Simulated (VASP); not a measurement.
Here is a VASP 6.6.1 calculation.

The input INCAR:

```
SYSTEM = P
  ALGO = Normal
  EDIFF = 1E-6
  ENCUT = 500
  GGA = PE
  GGA_COMPAT = .False.
  ISIF = 2
  ISMEAR = -1
  LASPH = .True.
  LCHARG = .True.
  LORBIT = 11
  LORBMOM = .True.
  LREAL = .False.
  LSORBIT = .True.
  LVHAR = .True.
  LWAVE = .False.
  MAGMOM = 0 0 0 0 0 0
  NBANDS = 22
  NELM = 200
  PREC = Accurate
  SIGMA = 0.1
```

The input KPOINTS:

```
k-points
0
Gamma
  12 12 12
  0 0 0
```

Contents of POSCAR:

```
P
1.0
    0.0000000000      2.6494133553      2.6494133553
    2.6494133553      0.0000000000      2.6494133553
    2.6494133553      2.6494133553      0.0000000000
P
2
Direct
   -0.1250000000     -0.1250000000     -0.1250000000
    0.1250000000      0.1250000000      0.1250000000
```

Potentials or basis: VASP PAW PBE potentials, release 64 (P).

Command:

```console
$ cat potpaw_PBE.64/P/POTCAR > POTCAR
$ mpirun -np 1 vasp_ncl > vasp.out
```

Q: What does it give for the net moment?

A: 0.00 μB per cell.

Q: What does it give for the pressure?

A: 5.4 GPa.

Moments on the atoms (μB; x, y, z):
```
P   0.00 0.00 0.00
P   0.00 0.00 0.00
```

Caveat: the cell stands under pressure.
